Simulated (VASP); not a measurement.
# BaTiO3 (Amm2) in VASP: single point with r2SCAN+U

Aim: the single point of BaTiO3 with r2SCAN+U.

Program: VASP 6.6.1. These are calculated values, not measurements. Logs are shortened: lines on timing, memory, paths and dates and some standing lists are left out, and cuts for length are marked.

## Step 1: The cell of the first run

The structure is orthorhombic, space group Amm2 (No. 38). The conventional cell has a = 3.889 Å, b = 5.929 Å, c = 5.937 Å, α = 90.00°, β = 90.00°, γ = 90.00°. Ba (site symmetry mm2) has 12 O at 2.78 to 3.16 Å and 8 Ti at 3.47 to 3.63 Å within 3.7 Å. Within 2.5 Å of Ti (site symmetry mm2) lie 6 O at 1.85 to 2.35 Å. Within 2.5 Å of O (site symmetry m) lie 2 Ti at 1.85 to 2.35 Å. O (site symmetry mm2) has 2 Ti at 1.97 Å within 2.6 Å.

## Step 2: Single point, r2SCAN+U (biaxial strain in the a-b plane: +4.5 %, then relaxed in part)

Input file POSCAR:

```
BaTiO3
1.0
    2.9645160655      1.7140030903      2.4236334988
   -2.9645160655      1.7140030903      2.4236334988
    0.0000000000     -3.1749996336      2.2454436996
Ba Ti O
1 1 3
Direct
    0.0093058398      0.0093058398     -0.0057795020
    0.5252950619      0.5252950619      0.4942356669
    0.4930481880      0.9662236372      0.4942169397
    0.4772282729      0.4772282729      0.9942109557
    0.9662236372      0.4930481880      0.4942169397
```

Input file INCAR.step1:

```
SYSTEM = BaTiO3
ALGO     = Normal         ! electronic algorithm
EDIFF    = 1E-4           ! SCF threshold, eV
ENCUT    = 520            ! plane-wave cutoff, eV
GGA      = PE             ! functional
ISMEAR   = 0              ! smearing method
LASPH    = .TRUE.         ! aspherical terms in the spheres
LCHARG   = .FALSE.        ! write CHGCAR
LDAU     = .TRUE.         ! DFT+U
LDAUJ    = 0 0 0        
LDAUL    = -1 2 -1        ! shell
LDAUTYPE = 2            
LDAUU    = 0 4 0          ! U, eV
LMAXMIX  = 4              ! l up to which the mixer works
LREAL    = .FALSE.        ! projectors in reciprocal space
LWAVE    = .TRUE.         ! write WAVECAR
NBANDS   = 28             ! bands
NELM     = 150            ! most SCF steps
PREC     = Accurate       ! precision mode
SIGMA    = 0.02           ! smearing width, eV
```

Input file INCAR.step2:

```
SYSTEM = BaTiO3
ALGO     = Normal         ! electronic algorithm
EDIFF    = 1E-6           ! SCF threshold, eV
ENCUT    = 520            ! plane-wave cutoff, eV
ISIF     = 2              ! what is computed and relaxed
ISMEAR   = 0              ! smearing method
ISTART   = 1            
LASPH    = .TRUE.         ! aspherical terms in the spheres
LCHARG   = .TRUE.         ! write CHGCAR
LDAU     = .TRUE.         ! DFT+U
LDAUJ    = 0 0 0        
LDAUL    = -1 2 -1        ! shell
LDAUPRINT= 1            
LDAUTYPE = 2            
LDAUU    = 0 4 0          ! U, eV
LELF     = .TRUE.         ! ELF
LMAXMIX  = 4              ! l up to which the mixer works
LMIXTAU  = .TRUE.       
LREAL    = .FALSE.        ! projectors in reciprocal space
LVHAR    = .TRUE.       
LWAVE    = .FALSE.        ! write WAVECAR
METAGGA  = R2SCAN         ! meta-GGA
NBANDS   = 28             ! bands
NELM     = 150            ! most SCF steps
PREC     = Accurate       ! precision mode
SIGMA    = 0.02           ! smearing width, eV
```

Input file KPOINTS:

```
k-points
0
G
  6 6 6
  0 0 0
```

Potentials or basis: VASP PAW PBE potentials, release 64 (Ba_sv, Ti_sv, O).

The run is started by

```sh
$ cat potpaw_PBE.64/Ba_sv/POTCAR potpaw_PBE.64/Ti_sv/POTCAR potpaw_PBE.64/O/POTCAR > POTCAR
$ cp INCAR.step1 INCAR
$ mpirun -np 1 vasp_std > vasp.out
$ cp INCAR.step2 INCAR
$ mpirun -np 1 vasp_std > vasp.out
```

OUTCAR:

```text
SYSTEM = BaTiO3
   EDIFF = 1E-6
   ENCUT = 520
   ISIF = 2
   ISMEAR = 0
   ISTART = 1
   LASPH = .TRUE.
   LREAL = .FALSE.
   METAGGA = R2SCAN
   NELM = 150
   PREC = Accurate

 ion  position               nearest neighbor table
   1  0.009  0.009  0.994-   4 2.78   3 2.82   5 2.82   3 2.82   5 2.82   5 2.92   3 2.92   5 2.92
                             3 2.92   4 2.97   4 2.97   4 3.16   2 3.47   2 3.47   2 3.55   2 3.55
   2  0.525  0.525  0.494-   3 1.85   5 1.85   4 1.97   4 1.97   3 2.35   5 2.35   1 3.47   1 3.47
                             1 3.55   1 3.55   1 3.55   1 3.55   1 3.63   1 3.63
   3  0.493  0.966  0.494-   2 1.85   2 2.35   1 2.82   1 2.82   1 2.92   1 2.92
   4  0.477  0.477  0.994-   2 1.97   2 1.97   1 2.78   1 2.97   1 2.97   1 3.16
   5  0.966  0.493  0.494-   2 1.85   2 2.35   1 2.82   1 2.82   1 2.92   1 2.92

  LATTYP: Found a simple monoclinic cell.
 ALAT       =     5.9290321310
 B/A-ratio  =     0.6558884817
 C/A-ratio  =     1.5813497678
 COS(beta)  =    -0.9485567523

  Lattice vectors:

 A1 = (  -5.9290321310,   0.0000000000,   0.0000000000)
 A2 = (   0.0000000000,  -3.1749996336,   2.2454436996)
 A3 = (   8.8935481965,   1.7140030903,   2.4236334988)

Analysis of symmetry for initial positions (statically):
=====================================================================
 Subroutine PRICEL returns:
 Original cell was already a primitive cell.

 Routine SETGRP: Setting up the symmetry group for a
 simple monoclinic supercell.

 Subroutine GETGRP returns: Found  1 space group operations
 (whereof  1 operations were pure point group operations)
 out of a pool of  4 trial point group operations.

The static configuration has the point symmetry C_1 .

Analysis of symmetry for dynamics (positions and initial velocities):
=====================================================================
 Subroutine PRICEL returns:
 Original cell was already a primitive cell.

 Routine SETGRP: Setting up the symmetry group for a
 simple monoclinic supercell.

 Subroutine GETGRP returns: Found  1 space group operations
 (whereof  1 operations were pure point group operations)
 out of a pool of  4 trial point group operations.

The dynamic configuration has the point symmetry C_1 .

 Subroutine INISYM returns: Found  1 space group operations
 (whereof  1 operations are pure point group operations),
 and found     1 'primitive' translations

----------------------------------------------------------------------------------------

                                     Primitive cell

  volume of cell :      68.4432

  direct lattice vectors                    reciprocal lattice vectors
     2.964516065  1.714003090  2.423633499     0.168661592  0.097258128  0.137520491
    -2.964516065  1.714003090  2.423633499    -0.168661592  0.097258128  0.137520491
     0.000000000 -3.174999634  2.245443700     0.000000000 -0.209952319  0.148479101

  length of vectors
     4.195254633  4.195254633  3.888783882     0.238364766  0.238364766  0.257149801

  position of ions in fractional coordinates (direct lattice)
     0.009305840  0.009305840  0.994220498
     0.525295062  0.525295062  0.494235667
     0.493048188  0.966223637  0.494216940
     0.477228273  0.477228273  0.994210956
     0.966223637  0.493048188  0.494216940

  ion indices of the primitive-cell ions
   primitive index   ion index
                 1           1
                 2           2
                 3           3
                 4           4
                 5           5

----------------------------------------------------------------------------------------

 KPOINTS: k-points

Automatic generation of k-mesh.
[... 27 lines left out ...]
  0.000000  0.166667 -0.000000      2.000000
  0.166667  0.166667 -0.000000      2.000000
[... 16 lines left out ...]
 -0.166667 -0.000000  0.166667      2.000000
  0.333333  0.000000  0.166667      2.000000
 [... further k-points ...]
   k-points           NKPTS =    112   k-points in BZ     NKDIM =    112   number of bands    NBANDS=     28
   number of dos      NEDOS =    301   number of ions     NIONS =      5
   total plane-waves  NPLWV =  30720
   dimension x,y,z NGX =    32 NGY =   32 NGZ =   30
   dimension x,y,z NGXF=    64 NGYF=   64 NGZF=   60
   ions per type =               1   1   3
   NGX,Y,Z   is equivalent  to a cutoff of  12.68, 12.68, 12.83 a.u.
   NGXF,Y,Z  is equivalent  to a cutoff of  25.36, 25.36, 25.65 a.u.
 SYSTEM =  BaTiO3
   PREC   = accura    normal or accurate (medium, high low for compatibility)
   ISTART =      1    job   : 0-new  1-cont  2-samecut
   ICHARG =      0    charge: 1-file 2-atom 10-const
   ISPIN  =      1    spin polarized calculation?
   LNONCOLLINEAR =      F non collinear calculations
   LSORBIT =      F    spin-orbit coupling
   LASPH  =      T    aspherical Exc in radial PAW
   ENCUT  =  520.0 eV  38.22 Ry    6.18 a.u.   7.80  7.80  7.23*2*pi/ulx,y,z
   NELM   =    150;   NELMIN=  2; NELMDL=  0     # of ELM steps
   EDIFF  = 0.1E-05   stopping-criterion for ELM
   LREAL  =      F    real-space projection
   EDIFFG = 0.1E-04   stopping-criterion for IOM
   NSW    =      0    number of steps for IOM
   IBRION =     -1    ionic relax: 0-MD 1-quasi-New 2-CG
   NFREE  =      0    steps in history (QN), initial steepest desc. (CG)
   ISIF   =      2    stress and relaxation
   ISYM   =      2    0-nonsym 1-usesym 2-fastsym
   POTIM  = 0.5000    time-step for ionic-motion
   TEBEG  =    0.0;   TEEND  =   0.0 temperature during run
   PSTRESS=    0.0 pullay stress
   NELECT =      40.0000    total number of electrons
   NUPDOWN=      -1.0000    fix difference up-down
   EMIN   =  10.00;   EMAX   =-10.00  energy-range for DOS
   EFERMI =   0.00;   METHOD = LEGACY
   ISMEAR =     0;   SIGMA  =   0.02  broadening in eV -4-tet -1-fermi 0-gaus
   EFERMI_NEDOS =   21; number of points for ismear=-14 and -15
   IALGO  =     38    algorithm
   IMIX   =      4    mixing-type and parameters
     AMIX     =   0.40;   BMIX     =  1.00
     AMIX_MAG =   1.60;   BMIX_MAG =  1.00
  volume/ion in A,a.u.               =      13.69        92.38
  Fermi-wavevector in a.u.,A,eV,Ry     =   1.368731  2.586527 25.489492  1.873425
  Thomas-Fermi vector in A             =   2.494669
   LORBIT       =      0    0 simple, 1 ext, 2 COOP (PROOUT), +10 PAW based schemes
 LDA+U is selected, type is set to LDAUTYPE =  2
   angular momentum for each species LDAUL =    -1    2   -1
   U (eV)           for each species LDAUU =   0.0  4.0  0.0
   J (eV)           for each species LDAUJ =   0.0  0.0  0.0
   METAGGA = R2SCAN    functional components
   LHFCALC =     F    Hartree Fock is set to
   AEXX    =    0.0000 exact exchange contribution
   IVDW    =     0    specifies the selected vdW correction
   LEPSILON=     F    determine dielectric tensor
   LRPA    =     F    only Hartree local field effects (RPA)
 non-spin polarized calculation
 Gauss-broadening in eV      SIGMA  =   0.02
  energy-cutoff  :      520.00
  volume of cell :       68.44
 maximum number of plane-waves:      1864
   NGX = 15   NGY = 15   NGZ = 15

atom =   2  type =  2  l = 2

 onsite density matrix

spin component  1

  0.1520  0.0000 -0.0000  0.0645 -0.0000
  0.0000  0.1844 -0.0073  0.0000  0.0662
 -0.0000 -0.0073  0.1090 -0.0000 -0.0056
  0.0645  0.0000 -0.0000  0.1976  0.0000
 -0.0000  0.0662 -0.0056  0.0000  0.1653

spin component  2

  0.1520  0.0000 -0.0000  0.0645 -0.0000
  0.0000  0.1844 -0.0073  0.0000  0.0662
 -0.0000 -0.0073  0.1090 -0.0000 -0.0056
  0.0645  0.0000 -0.0000  0.1976  0.0000
 -0.0000  0.0662 -0.0056  0.0000  0.1653

 occupancies and eigenvectors

  o =  0.1064  v = -0.8164  0.0002  0.0001  0.5775 -0.0002  0.0000  0.0000  0.0000  0.0000  0.0000      0.0000  0.0000  0.0000  0.0000  0.0000  0.0000  0.0000  0.0000  0.0000  0.0000
  o =  0.1064  v =  0.0000  0.0000  0.0000  0.0000  0.0000 -0.8164  0.0002  0.0001  0.5775 -0.0002      0.0000  0.0000  0.0000  0.0000  0.0000  0.0000  0.0000  0.0000  0.0000  0.0000
  o =  0.1075  v =  0.0002  0.5654  0.5740 -0.0002 -0.5923  0.0000  0.0000  0.0000  0.0000  0.0000      0.0000  0.0000  0.0000  0.0000  0.0000  0.0000  0.0000  0.0000  0.0000  0.0000
  o =  0.1075  v =  0.0000  0.0000  0.0000  0.0000  0.0000  0.0002  0.5654  0.5740 -0.0002 -0.5923      0.0000  0.0000  0.0000  0.0000  0.0000  0.0000  0.0000  0.0000  0.0000  0.0000
  o =  0.1087  v = -0.0001 -0.3338  0.8159  0.0000  0.4720  0.0000  0.0000  0.0000  0.0000  0.0000      0.0000  0.0000  0.0000  0.0000  0.0000  0.0000  0.0000  0.0000  0.0000  0.0000
  o =  0.1087  v =  0.0000  0.0000  0.0000  0.0000  0.0000 -0.0001 -0.3338  0.8159  0.0000  0.4720      0.0000  0.0000  0.0000  0.0000  0.0000  0.0000  0.0000  0.0000  0.0000  0.0000
  o =  0.2423  v =  0.0000  0.0000  0.0000  0.0000  0.0000  0.0002 -0.7542  0.0691  0.0003 -0.6530      0.0000  0.0000  0.0000  0.0000  0.0000  0.0000  0.0000  0.0000  0.0000  0.0000
  o =  0.2423  v =  0.0002 -0.7542  0.0691  0.0003 -0.6530  0.0000  0.0000  0.0000  0.0000  0.0000      0.0000  0.0000  0.0000  0.0000  0.0000  0.0000  0.0000  0.0000  0.0000  0.0000
  o =  0.2432  v = -0.5775 -0.0003  0.0000 -0.8164 -0.0002  0.0000  0.0000  0.0000  0.0000  0.0000      0.0000  0.0000  0.0000  0.0000  0.0000  0.0000  0.0000  0.0000  0.0000  0.0000
  o =  0.2432  v =  0.0000  0.0000  0.0000  0.0000  0.0000 -0.5775 -0.0003  0.0000 -0.8164 -0.0002      0.0000  0.0000  0.0000  0.0000  0.0000  0.0000  0.0000  0.0000  0.0000  0.0000

 number of electron      39.9999997 magnetization

 Free energy of the ion-electron system (eV)
  ---------------------------------------------------
  ext. energy  EPLUGINS =         0.00000000
  ---------------------------------------------------
  free energy    TOTEN  =       -71.48500920 eV

  energy without entropy =      -71.48500920  energy(sigma->0) =      -71.48500920

 E-fermi :   3.3119     XC(G=0): -11.5191

 val. band max:        3.1752909295   @ k =   0.5000   0.5000   0.5000
 cond. band min:       6.4983545882   @ k =   0.0000   0.0000   0.0000
 fundamental gap:      3.3230636587
 Fermi energy:         3.3119206619

 k-point     1 :       0.0000    0.0000    0.0000
  band No.  band energies     occupation
      1     -56.4577      2.00000
      2     -31.6459      2.00000
      3     -31.6218      2.00000
      4     -31.5486      2.00000
      5     -22.5750      2.00000
      6     -14.6385      2.00000
[... 733 lines left out ...]
     27      10.7856      0.00000
     28      12.0843      0.00000

 [... further k-points ...]

------------------------ aborting loop because EDIFF is reached ----------------------------------------

  FORCE on cell =-STRESS in cart. coord.  units (eV):
  Direction    XX          YY          ZZ          XY          YZ          ZX
  --------------------------------------------------------------------------------------
  -------------------------------------------------------------------------------------
  Total       -0.8348063      0.9300212      0.2857947     -0.0000145     -0.9071487     -0.0000329
  in kB      -19.5418746     21.7707493      6.6901330     -0.0003402    -21.2353296     -0.0007708
  external PRESSURE =       2.9730025 kB  Pullay stress =       0.0000000 kB

 VOLUME and BASIS-vectors are now :
 -----------------------------------------------------------------------------
  energy-cutoff  :      520.00
  volume of cell :       68.44
      direct lattice vectors                 reciprocal lattice vectors
     2.964516065  1.714003090  2.423633499     0.168661592  0.097258128  0.137520491
    -2.964516065  1.714003090  2.423633499    -0.168661592  0.097258128  0.137520491
     0.000000000 -3.174999634  2.245443700     0.000000000 -0.209952319  0.148479101

 POSITION                                       TOTAL-FORCE (eV/Angst)
 -----------------------------------------------------------------------------------
      0.00000     -3.12475      2.27757         0.000002     -0.027446     -0.037340
      0.00000      0.23152      3.65602         0.000043     -0.477519     -0.679746
     -1.40274      0.93206      4.64648        -0.459018      0.249104      0.353450
      0.00000     -1.52068      4.54570        -0.000001      0.006779      0.010218
      1.40274      0.93206      4.64648         0.458973      0.249081      0.353419
 -----------------------------------------------------------------------------------
    total drift:                                0.000000     -0.002337     -0.007206

  FREE ENERGIE OF THE ION-ELECTRON SYSTEM (eV)
  ---------------------------------------------------
  free  energy   TOTEN  =       -71.4850092005 eV

  energy  without entropy=      -71.4850092005  energy(sigma->0) =      -71.48500920
```

Run time: 6.6 min. Hardware: 1 thread of AMD EPYC 9R45 (Zen 5), shared host; peak memory 0.3 GiB.

What came out:

```yaml
Free_energy: -71.4850 eV
Pressure: 0.3 GPa
Largest_force: 0.831 eV/Å
Band_gap_on_the_k_mesh: 3.32 eV (least direct gap 3.90 eV)
```

Forces in eV/Å, atoms in the order of the input:
```
Ba   0.000 -0.027 -0.037
Ti   0.000 -0.478 -0.680
O   -0.459  0.249  0.353
O    0.000  0.007  0.010
O    0.459  0.249  0.353
```

Stress tensor (GPa, compression positive):
```
-1.95  0.00  0.00
 0.00  2.18 -2.12
 0.00 -2.12  0.67
```

Eigenvalues of the final occupation matrices:
| site | spin | trace | eigenvalues |
| --- | --- | --- | --- |
| site 2 d | 1 | 0.81 | 0.11 0.11 0.11 0.24 0.24 |
| site 2 d | 2 | 0.81 | 0.11 0.11 0.11 0.24 0.24 |

Caveat: the cell differs from its parent crystal (biaxial strain in the a-b plane: +4.5 %, then relaxed in part); the PAW data sets were made with another functional, which shifts forces and pressure a little; spin-orbit coupling is left out, which moves the levels of the heavy elements. A k mesh can miss the band edges.
